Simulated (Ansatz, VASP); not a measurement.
ZnS in VASP and in Ansatz

```
Zn S
1.0
     0.00000    2.75499    2.75499
     2.75499    0.00000    2.75499
     2.75499    2.75499    0.00000
Zn S
1 1
Direct
  0.25000 0.25000 0.25000
  0.00000 0.00000 0.00000
```

Alike in both runs: task single point; functional PBE; k mesh 6 × 6 × 6; no spin polarisation.

|  | VASP | Ansatz |
| --- | --- | --- |
| version | VASP 6.6.1 | Ansatz 0.2.0 |
| potentials or method | VASP PAW PBE potentials, release 64 (Zn, S), cutoff 500 eV | plane waves, PAW |
| occupations | gaussian, width 0.01 eV | fixed |
| valence electrons in the cell | 18 | 18 |

```csv
,VASP,Ansatz,Ansatz less VASP
pressure (GPa),-2.2,-2.3,-0.12
```
